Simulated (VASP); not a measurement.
**Cu: single point with PBE**

The system is Cu.

```
Cu
1.0
     2.85000    0.00000    0.00000
     0.00000    2.85000    0.00000
     0.00000    0.00000    2.85000
Cu
2
Direct
  0.00000 0.00000 0.00000
  0.47013 0.47013 0.47013
```

```
Program                : VASP 6.6.1
Task                   : single point
Functional             : PBE
Potentials or basis    : VASP PAW PBE potentials, release 64 (Cu)
Cutoff                 : 600 eV
k mesh                 : 4 × 4 × 4
Occupations            : fermi-dirac, width 0.15 eV
Spin                   : no spin polarisation
Dipole correction      : no
Further INCAR settings : ALGO = Normal; EDIFF = 1e-06; NBANDS = 18
```

* Pressure: 6.6 GPa
* Largest force: 1.159 eV/Å
* Band gap on the k mesh: zero (band 11 reaches 13.67 eV, above the bottom of band 12 at 6.59 eV)

Forces in eV/Å, atoms in the order of the input:
```
Cu  -0.669 -0.669 -0.669
Cu   0.669  0.669  0.669
```

Stress tensor (GPa, compression positive):
```
6.57 1.20 1.20
1.20 6.57 1.20
1.20 1.20 6.57
```

Levels at points of the mesh, in eV from the Fermi level:
| k point | band 8 | band 9 | band 10 | band 11 | band 12 | band 13 | band 14 | band 15 |
| --- | --- | --- | --- | --- | --- | --- | --- | --- |
| (0.00, 0.00, 0.00) | -2.06 | -1.51 | -1.51 | -1.43 | 8.51 | 8.51 | 8.51 | 13.86 |
| (0.50, 0.00, 0.00) | -2.62 | -2.32 | -2.04 | -1.35 | -1.08 | 14.57 | 14.58 | 15.10 |
| (0.50, 0.50, 0.00) | -1.91 | -1.32 | -1.31 | -0.46 | -0.41 | 4.54 | 4.60 | 17.87 |
| (0.50, 0.50, 0.50) | -1.92 | -1.91 | -1.91 | 6.00 | 6.39 | 6.39 | 7.06 | 7.06 |

Wall time 7.6 s on 1 thread of AMD EPYC 7R43 64-Core Processor (Zen 3), with other jobs on the host, peak memory 0.1 GiB.

Caveat: the k points lie up to 0.55 Å⁻¹ apart; forces of over 1 eV/Å act on the atoms, so gaps and moduli don't describe the material at rest.
